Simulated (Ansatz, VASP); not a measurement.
## Ge3S4 in VASP and in Ansatz

Contents of INCAR:

```
SYSTEM = Ge3S4
PREC = Accurate
ENCUT = 520
EDIFF = 1E-6
ISMEAR = 0
SIGMA = 0.1
LREAL = .FALSE.
LASPH = .TRUE.
NELM = 60
ALGO = Normal
ISIF = 2
LWAVE = .FALSE.
LCHARG = .FALSE.
GGA = PE
IVDW = 12
NBANDS = 42
```

KPOINTS

```
regular mesh
0
G
  6 6 2
  0 0 0
```

Contents of POSCAR:

```
Ge3S4
1.0
    3.6340000000      0.0000000000      0.0000000000
   -1.8170000000      3.1471363200      0.0000000000
    0.0000000000      0.0000000000     12.8226819300
Ge S
3 4
Direct
    0.6666666700      0.3333333300      0.2758241800
    0.0000000000      0.0000000000      0.5000000000
    0.3333333300      0.6666666700      0.7241758200
    0.3333333300      0.6666666700      0.8981643800
    0.6666666700      0.3333333300      0.1018356200
    0.0000000000      0.0000000000      0.3349799200
    0.0000000000      0.0000000000      0.6650200800
```

Input for Ansatz:

```yaml
crystal:
  lattice:
    - [3.634, 0.0, 0.0]
    - [-1.817, 3.14713632, 0.0]
    - [0.0, 0.0, 12.82268193]
  atoms:
    - { symbol: Ge, position: [0.66666667, 0.33333333, 0.27582418] }
    - { symbol: Ge, position: [0.0, 0.0, 0.5] }
    - { symbol: Ge, position: [0.33333333, 0.66666667, 0.72417582] }
    - { symbol: S, position: [0.33333333, 0.66666667, 0.89816438] }
    - { symbol: S, position: [0.66666667, 0.33333333, 0.10183562] }
    - { symbol: S, position: [0.0, 0.0, 0.33497992] }
    - { symbol: S, position: [0.0, 0.0, 0.66502008] }
basis:
  ecutwfc: 420
kpoints:
  mp_grid: { grid: [6, 6, 2] }
hamiltonian:
  xc: pbe
  dispersion: d3bj
scf:
  occupations: { method: gaussian, width: 0.1 }
  lower_state_search: "off"
output:
  forces: true
  stress: true
  eigenvalues: true
```

Alike in both runs: task single point; functional PBE; dispersion D3(BJ); k mesh 6 × 6 × 2; occupations gaussian, width 0.1 eV; no spin polarisation.

```csv
,VASP,Ansatz
version,VASP 6.6.1,Ansatz 0.2.0
potentials or method,"VASP PAW PBE potentials, release 64 (Ge_d, S), cutoff 520 eV","scalar-relativistic, plane waves, PAW"
valence electrons in the cell,66,66
```

|  | VASP | Ansatz | Ansatz less VASP |
| --- | --- | --- | --- |
| gap on the k mesh at the Fermi level (eV) | none | none | - |
| pressure (GPa) | 14.8 | 15.0 | +0.20 |
| traceless stress, the component that is largest in VASP (GPa) | 8.73 | 8.91 | +0.186 |
| rms of the force components (eV/Å) | 1.547 | 1.541 | -0.0067 |

Atom by atom the forces differ by 0.016 eV/Å (rms over components). A gap of «none» marks a metal or a gap that the smearing closes.
